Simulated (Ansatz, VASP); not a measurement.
## HfN in VASP and in Ansatz

```xyz
4
Lattice="3.1277 0.0000 0.0000 -1.5639 2.7087 0.0000 0.0000 0.0000 5.3909" Properties=species:S:1:pos:R:3 pbc="T T T"
Hf    1.4514    0.7080    4.0432
Hf   -0.1125    1.6109    1.3477
N     0.0000    0.0000    0.0000
N     0.0000    0.0000    2.6955
```

Change from the starting cell: all Hf atoms moved +0.225 Å, as atom 1 towards its neighbour atom 1 (Hf) at 3.128 Å.

Alike in both runs: task single point; functional PBEsol; k mesh 18 × 18 × 10; occupations gaussian, width 0.15 eV; no spin polarisation.

|  | VASP | Ansatz |
| --- | --- | --- |
| version | VASP 6.6.1 | Ansatz 0.2.0 |
| potentials or method | VASP PAW PBE potentials, release 64 (Hf_pv, N), cutoff 520 eV | scalar-relativistic, plane waves, PAW |
| valence electrons in the cell | 30 | 62 |

```tsv
	VASP	Ansatz	Ansatz less VASP
gap on the k mesh at the Fermi level (eV)	none	none	-
pressure (GPa)	4.7	6.6	+1.91
traceless stress, the component that is largest in VASP (GPa)	-1.42	-1.37	+0.049
rms of the force components (eV/Å)	1.391	1.399	+0.0081
```

VASP's potentials were made for PBE, not for PBEsol. Atom by atom the forces differ by 0.009 eV/Å (rms over components). A gap of «none» marks a metal or a gap that the smearing closes. VASP's potentials hold 30 valence electrons a cell and Ansatz's 62, so a difference there can come from the potentials and not from the codes.

Spin-orbit coupling is off throughout.
